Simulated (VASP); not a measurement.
# Si (Fd-3m) in VASP: a series of runs

Runs on Si. Level: r2SCAN. Tasks: single point.

Program: VASP 6.6.1. These are calculated values, not measurements. Logs are shortened: lines on timing, memory, paths and dates and some standing lists are left out, and cuts for length are marked.

### 1 The cell of the first run

The structure is cubic, space group Fd-3m (No. 227). The conventional cell has a = 5.444 Å, b = 5.444 Å, c = 5.444 Å, α = 90.00°, β = 90.00°, γ = 90.00°. Si (site symmetry -43m) has 4 Si at 2.36 Å within 3.1 Å.

### 2 Single point, r2SCAN

The input, POSCAR:

```
Si
1.0
    0.0000000000      2.7221053413      2.7221053413
    2.7221053413      0.0000000000      2.7221053413
    2.7221053413      2.7221053413      0.0000000000
Si
2
Direct
    0.5000000000      0.5000000000      0.5000000000
    0.7500000000      0.7500000000      0.7500000000
```

The input, INCAR.step1:

```
PREC = Accurate
ENCUT = 520
ISMEAR = 0
SIGMA = 0.05
LREAL = F
LASPH = T
NELM = 60
NBANDS = 11
GGA = PE
ALGO = Normal
EDIFF = 1E-4
LWAVE = T
LCHARG = F
```

The input, INCAR.step2:

```
PREC = Accurate
ENCUT = 520
EDIFF = 1E-7
ISMEAR = 0
SIGMA = 0.05
LREAL = F
LASPH = T
NELM = 60
ALGO = Normal
ISIF = 2
LWAVE = F
LCHARG = T
METAGGA = R2SCAN
LMIXTAU = T
LELF = T
LVHAR = T
NBANDS = 11
ISTART = 1
```

The input, KPOINTS:

```
regular mesh
0
Gamma
  10 10 10
```

Potentials or basis: VASP PAW PBE potentials, release 64 (Si).

Run with:

```console
cat potpaw_PBE.64/Si/POTCAR > POTCAR
cp INCAR.step1 INCAR
mpirun -np 1 vasp_std > vasp.out
cp INCAR.step2 INCAR
mpirun -np 1 vasp_std > vasp.out
```

OUTCAR:

```text
PREC = Accurate
   ENCUT = 520
   EDIFF = 1E-7
   ISMEAR = 0
   LREAL = F
   LASPH = T
   NELM = 60
   ISIF = 2
   METAGGA = R2SCAN
   ISTART = 1

 ion  position               nearest neighbor table
   1  0.500  0.500  0.500-   2 2.36   2 2.36   2 2.36   2 2.36
   2  0.750  0.750  0.750-   1 2.36   1 2.36   1 2.36   1 2.36

  LATTYP: Found a face centered cubic cell.
 ALAT       =     5.4442106826

  Lattice vectors:

 A1 = (   0.0000000000,   2.7221053413,   2.7221053413)
 A2 = (   2.7221053413,   0.0000000000,   2.7221053413)
 A3 = (   2.7221053413,   2.7221053413,   0.0000000000)

Analysis of symmetry for initial positions (statically):
=====================================================================
 Subroutine PRICEL returns:
 Original cell was already a primitive cell.

 Routine SETGRP: Setting up the symmetry group for a
 face centered cubic supercell.

 Subroutine GETGRP returns: Found 48 space group operations
 (whereof 24 operations were pure point group operations)
 out of a pool of 48 trial point group operations.

The static configuration has the point symmetry T_d .
 The point group associated with its full space group is O_h .

Analysis of symmetry for dynamics (positions and initial velocities):
=====================================================================
 Subroutine PRICEL returns:
 Original cell was already a primitive cell.

 Routine SETGRP: Setting up the symmetry group for a
 face centered cubic supercell.

 Subroutine GETGRP returns: Found 48 space group operations
 (whereof 24 operations were pure point group operations)
 out of a pool of 48 trial point group operations.

The dynamic configuration has the point symmetry T_d .
 The point group associated with its full space group is O_h .

 Subroutine INISYM returns: Found 48 space group operations
 (whereof 24 operations are pure point group operations),
 and found     1 'primitive' translations

----------------------------------------------------------------------------------------

                                     Primitive cell

  volume of cell :      40.3408

  direct lattice vectors                    reciprocal lattice vectors
     0.000000000  2.722105341  2.722105341    -0.183681356  0.183681356  0.183681356
     2.722105341  0.000000000  2.722105341     0.183681356 -0.183681356  0.183681356
     2.722105341  2.722105341  0.000000000     0.183681356  0.183681356 -0.183681356

  length of vectors
     3.849638292  3.849638292  3.849638292     0.318145441  0.318145441  0.318145441

  position of ions in fractional coordinates (direct lattice)
     0.500000000  0.500000000  0.500000000
     0.750000000  0.750000000  0.750000000

  ion indices of the primitive-cell ions
   primitive index   ion index
                 1           1
                 2           2

----------------------------------------------------------------------------------------

 KPOINTS: regular mesh

Automatic generation of k-mesh.
 Grid dimensions read from file:
 generate k-points for:   10   10   10

 Generating k-lattice:

  Cartesian coordinates                     Fractional coordinates (reciprocal lattice)
    -0.018368136  0.018368136  0.018368136     0.100000000  0.000000000  0.000000000
     0.018368136 -0.018368136  0.018368136     0.000000000  0.100000000  0.000000000
     0.018368136  0.018368136 -0.018368136     0.000000000  0.000000000  0.100000000

  Length of vectors
     0.031814544  0.031814544  0.031814544

  Shift w.r.t. Gamma in fractional coordinates (k-lattice)
     0.000000000  0.000000000  0.000000000

 Subroutine IBZKPT returns following result:
 ===========================================

 Found     47 irreducible k-points:

 Following reciprocal coordinates:
            Coordinates               Weight
  0.000000  0.000000  0.000000      1.000000
  0.100000  0.000000  0.000000      8.000000
  0.200000  0.000000  0.000000      8.000000
  0.300000  0.000000  0.000000      8.000000
  0.400000  0.000000  0.000000      8.000000
  0.500000  0.000000  0.000000      4.000000
[... 16 lines left out ...]
  0.300000  0.300000  0.000000      6.000000
  0.400000  0.300000  0.000000     24.000000
 [... further k-points ...]
   k-points           NKPTS =     47   k-points in BZ     NKDIM =     47   number of bands    NBANDS=     11
   number of dos      NEDOS =    301   number of ions     NIONS =      2
   total plane-waves  NPLWV =  27000
   dimension x,y,z NGX =    30 NGY =   30 NGZ =   30
   dimension x,y,z NGXF=    60 NGYF=   60 NGZF=   60
   ions per type =               2
   NGX,Y,Z   is equivalent  to a cutoff of  12.96, 12.96, 12.96 a.u.
   NGXF,Y,Z  is equivalent  to a cutoff of  25.91, 25.91, 25.91 a.u.
 SYSTEM =  unknown system
   PREC   = accura    normal or accurate (medium, high low for compatibility)
   ISTART =      1    job   : 0-new  1-cont  2-samecut
   ICHARG =      0    charge: 1-file 2-atom 10-const
   ISPIN  =      1    spin polarized calculation?
   LNONCOLLINEAR =      F non collinear calculations
   LSORBIT =      F    spin-orbit coupling
   LASPH  =      T    aspherical Exc in radial PAW
   ENCUT  =  520.0 eV  38.22 Ry    6.18 a.u.   7.16  7.16  7.16*2*pi/ulx,y,z
   NELM   =     60;   NELMIN=  2; NELMDL=  0     # of ELM steps
   EDIFF  = 0.1E-06   stopping-criterion for ELM
   LREAL  =      F    real-space projection
   EDIFFG = 0.1E-05   stopping-criterion for IOM
   NSW    =      0    number of steps for IOM
   IBRION =     -1    ionic relax: 0-MD 1-quasi-New 2-CG
   NFREE  =      0    steps in history (QN), initial steepest desc. (CG)
   ISIF   =      2    stress and relaxation
   ISYM   =      2    0-nonsym 1-usesym 2-fastsym
   POTIM  = 0.5000    time-step for ionic-motion
   TEBEG  =    0.0;   TEEND  =   0.0 temperature during run
   PSTRESS=    0.0 pullay stress
   NELECT =       8.0000    total number of electrons
   NUPDOWN=      -1.0000    fix difference up-down
   EMIN   =  10.00;   EMAX   =-10.00  energy-range for DOS
   EFERMI =   0.00;   METHOD = LEGACY
   ISMEAR =     0;   SIGMA  =   0.05  broadening in eV -4-tet -1-fermi 0-gaus
   EFERMI_NEDOS =   21; number of points for ismear=-14 and -15
   IALGO  =     38    algorithm
   IMIX   =      4    mixing-type and parameters
     AMIX     =   0.40;   BMIX     =  1.00
     AMIX_MAG =   1.60;   BMIX_MAG =  1.00
  volume/ion in A,a.u.               =      20.17       136.12
  Fermi-wavevector in a.u.,A,eV,Ry     =   0.954677  1.804078 12.400467  0.911409
  Thomas-Fermi vector in A             =   2.083446
   LORBIT       =      0    0 simple, 1 ext, 2 COOP (PROOUT), +10 PAW based schemes
   METAGGA = R2SCAN    functional components
   LHFCALC =     F    Hartree Fock is set to
   AEXX    =    0.0000 exact exchange contribution
   IVDW    =     0    specifies the selected vdW correction
   LEPSILON=     F    determine dielectric tensor
   LRPA    =     F    only Hartree local field effects (RPA)
 non-spin polarized calculation
 Gauss-broadening in eV      SIGMA  =   0.05
  energy-cutoff  :      520.00
  volume of cell :       40.34
 maximum number of plane-waves:      1106
 NGX is ok and might be reduce to    30
   NGX = 15   NGY = 15   NGZ = 15

 number of electron       8.0000001 magnetization

 Free energy of the ion-electron system (eV)
  ---------------------------------------------------
  ext. energy  EPLUGINS =         0.00000000
  ---------------------------------------------------
  free energy    TOTEN  =       -17.54983585 eV

  energy without entropy =      -17.54983585  energy(sigma->0) =      -17.54983585

 E-fermi :   5.8998     XC(G=0):  -9.8256

 val. band max:        5.6621662757   @ k =   0.0000   0.0000   0.0000
 cond. band min:       6.4550825420   @ k =   0.4000   0.4000   0.0000
 fundamental gap:      0.7929162663
 Fermi energy:         5.8998242454

 k-point     1 :       0.0000    0.0000    0.0000
  band No.  band energies     occupation
      1      -6.8113      2.00000
      2       5.6622      2.00000
      3       5.6622      2.00000
      4       5.6622      2.00000
      5       8.4172      0.00000
      6       8.4172      0.00000
      7       8.4172      0.00000
      8       9.5594      0.00000
      9      13.7854      0.00000
     10      13.7854      0.00000
     11      14.3314      0.00000

 k-point     2 :       0.1000    0.0000    0.0000
  band No.  band energies     occupation
      1      -6.6743      2.00000
      2       4.4973      2.00000
      3       5.4543      2.00000
      4       5.4543      2.00000
      5       8.4990      0.00000
      6       8.7243      0.00000
      7       8.7243      0.00000
      8      10.4465      0.00000
      9      13.4344      0.00000
     10      13.4344      0.00000
     11      14.8695      0.00000

 k-point     3 :       0.2000    0.0000    0.0000
  band No.  band energies     occupation
      1      -6.2701      2.00000
      2       2.5638      2.00000
      3       5.0531      2.00000
      4       5.0531      2.00000
      5       8.1896      0.00000
      6       9.2620      0.00000
      7       9.2620      0.00000
      8      12.2564      0.00000
      9      13.1278      0.00000
     10      13.1278      0.00000
     11      15.5100      0.00000

 k-point     4 :       0.3000    0.0000    0.0000
  band No.  band energies     occupation
      1      -5.6269      2.00000
      2       0.6994      2.00000
      3       4.6982      2.00000
      4       4.6982      2.00000
      5       7.8387      0.00000
      6       9.4485      0.00000
      7       9.4485      0.00000
      8      13.7116      0.00000
      9      13.7116      0.00000
     10      13.8907      0.00000
     11      15.2648      0.00000
[... 239 lines left out ...]
 k-point    22 :      -0.2000    0.2000    0.0000
  band No.  band energies     occupation
      1      -5.4007      2.00000
      2       1.0328      2.00000
      3       2.5589      2.00000
      4       4.7688      2.00000
      5       8.8517      0.00000
      6       9.9323      0.00000
      7      10.3178      0.00000
      8      11.8730      0.00000
      9      12.1658      0.00000
     10      17.1168      0.00000
     11      17.1514      0.00000

 k-point    23 :       0.3000    0.3000    0.0000
  band No.  band energies     occupation
      1      -5.1900      2.00000
      2       1.1019      2.00000
      3       3.3256      2.00000
      4       3.3256      2.00000
      5       6.7333      0.00000
      6       8.3692      0.00000
      7      12.7474      0.00000
      8      12.7474      0.00000
      9      15.4874      0.00000
     10      15.6240      0.00000
     11      18.9368      0.00000

 k-point    24 :       0.4000    0.3000    0.0000
  band No.  band energies     occupation
      1      -4.5486      2.00000
      2       0.0437      2.00000
      3       2.6900      2.00000
      4       3.1096      2.00000
      5       6.9304      0.00000
      6       8.1856      0.00000
      7      13.0973      0.00000
      8      13.1879      0.00000
      9      16.7067      0.00000
     10      17.1975      0.00000
     11      18.5887      0.00000

 [... further k-points ...]
[... 5 lines left out ...]
  --------------------------------------------------------------------------------------
  -------------------------------------------------------------------------------------
  Total       -0.0610202     -0.0610202     -0.0610202      0.0000000     -0.0000000      0.0000000
  in kB       -2.4234807     -2.4234807     -2.4234807      0.0000000     -0.0000000      0.0000000
  external PRESSURE =      -2.4234807 kB  Pullay stress =       0.0000000 kB

 VOLUME and BASIS-vectors are now :
 -----------------------------------------------------------------------------
  energy-cutoff  :      520.00
  volume of cell :       40.34
      direct lattice vectors                 reciprocal lattice vectors
     0.000000000  2.722105341  2.722105341    -0.183681356  0.183681356  0.183681356
     2.722105341  0.000000000  2.722105341     0.183681356 -0.183681356  0.183681356
     2.722105341  2.722105341  0.000000000     0.183681356  0.183681356 -0.183681356

 POSITION                                       TOTAL-FORCE (eV/Angst)
 -----------------------------------------------------------------------------------
      2.72211      2.72211      2.72211        -0.000000     -0.000000     -0.000000
      4.08316      4.08316      4.08316         0.000000      0.000000      0.000000
 -----------------------------------------------------------------------------------
    total drift:                                0.000000     -0.000000     -0.000000

  FREE ENERGIE OF THE ION-ELECTRON SYSTEM (eV)
  ---------------------------------------------------
  free  energy   TOTEN  =       -17.5498358517 eV

  energy  without entropy=      -17.5498358517  energy(sigma->0) =      -17.54983585
```

Run time: 83 s. Hardware: 1 thread of AMD EPYC 7R43 (Zen 3), shared host; peak memory 0.13 GiB.

What came out:

```
Free energy            : -17.5498 eV
Pressure               : -0.2 GPa
Band gap on the k mesh : 0.79 eV (least direct gap 2.75 eV)
```

Levels at points of the mesh, in eV from the valence-band top:
| k point | band 2 | band 3 | band 4 | band 5 | band 6 | band 7 |
| --- | --- | --- | --- | --- | --- | --- |
| (0.00, 0.00, 0.00) | 0.00 | 0.00 | 0.00 | 2.75 | 2.75 | 2.75 |
| (0.50, 0.00, 0.00) | -7.23 | -1.27 | -1.27 | 1.86 | 3.59 | 3.59 |
| (0.50, 0.50, 0.00) | -8.13 | -2.99 | -2.99 | 0.93 | 0.93 | 10.81 |

Caveat: the PAW data sets were made with another functional, which shifts forces and pressure a little. A k mesh can miss the band edges.

(Part 1 of 2 ends here.)
